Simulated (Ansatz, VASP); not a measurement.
## TiSi6: VASP beside Ansatz

The input INCAR:

```
SYSTEM = TiSi6
PREC = Accurate
ENCUT = 520
EDIFF = 1E-6
ISMEAR = 0
SIGMA = 0.1
LREAL = .FALSE.
LASPH = .TRUE.
NELM = 150
ALGO = Normal
ISIF = 2
LWAVE = .FALSE.
LCHARG = .TRUE.
ISPIN = 2
MAGMOM = 1 0 0 0 0 0 0
LORBIT = 11
LMAXMIX = 4
GGA = PE
LELF = .TRUE.
LVHAR = .TRUE.
NBANDS = 31
```

File KPOINTS:

```
regular mesh
0
G
  3 3 6
  0 0 0
```

The input POSCAR:

```
TiSi6
1.0
    7.2731095205      0.0000000000      0.0000000000
   -3.6365547603      6.2986976093      0.0000000000
    0.0000000000      0.0000000000      2.6573021966
Ti Si
1 6
Direct
    0.0000000000      0.0000000000      0.0000000000
    0.0000000000      0.3357458524      0.5000000000
    0.6642541476      0.6642541476      0.5000000000
    0.3357458524      0.0000000000      0.5000000000
    0.0000000000      0.6642541476      0.5000000000
    0.3357458524      0.3357458524      0.5000000000
    0.6642541476      0.0000000000      0.5000000000
```

Input for Ansatz:

```yaml
crystal:
  lattice:
    - [7.2731095205, 0.0, 0.0]
    - [-3.6365547603, 6.2986976093, 0.0]
    - [0.0, 0.0, 2.6573021966]
  atoms:
    - { symbol: Ti, position: [0.0, 0.0, 0.0], spin: 1.0 }
    - { symbol: Si, position: [0.0, 0.3357458524, 0.5] }
    - { symbol: Si, position: [0.6642541476, 0.6642541476, 0.5] }
    - { symbol: Si, position: [0.3357458524, 0.0, 0.5] }
    - { symbol: Si, position: [0.0, 0.6642541476, 0.5] }
    - { symbol: Si, position: [0.3357458524, 0.3357458524, 0.5] }
    - { symbol: Si, position: [0.6642541476, 0.0, 0.5] }
basis:
  ecutwfc: 420
kpoints:
  mp_grid: { grid: [3, 3, 6] }
hamiltonian:
  xc: pbe
scf:
  occupations: { method: gaussian, width: 0.1 }
  lower_state_search: "off"
output:
  forces: true
  stress: true
  eigenvalues: true
  populations: true
magnetization:
  spin_polarized: true
```

Change from the starting cell: species swapped into the LiC6 type (P6/mmm, No. 191).

Alike in both runs: task single point; functional PBE; k mesh 3 × 3 × 6; occupations gaussian, width 0.1 eV; collinear spin.

|  | VASP | Ansatz |
| --- | --- | --- |
| version | VASP 6.6.1 | Ansatz 0.2.0 |
| potentials or method | VASP PAW PBE potentials, release 64 (Ti_sv, Si), cutoff 520 eV | scalar-relativistic, plane waves, PAW |
| valence electrons in the cell | 36 | 36 |

```csv
,VASP,Ansatz,Ansatz less VASP
gap on the k mesh at the Fermi level (eV),none,none,-
pressure (GPa),0.0,0.0,+0.06
net moment per atom (μB),0.00,0.00,0.000
```

A gap of «none» marks a metal or a gap that the smearing closes. Ansatz's warnings: seeded moment not kept.

The k mesh is coarse, so the values compare programs but aren't converged.
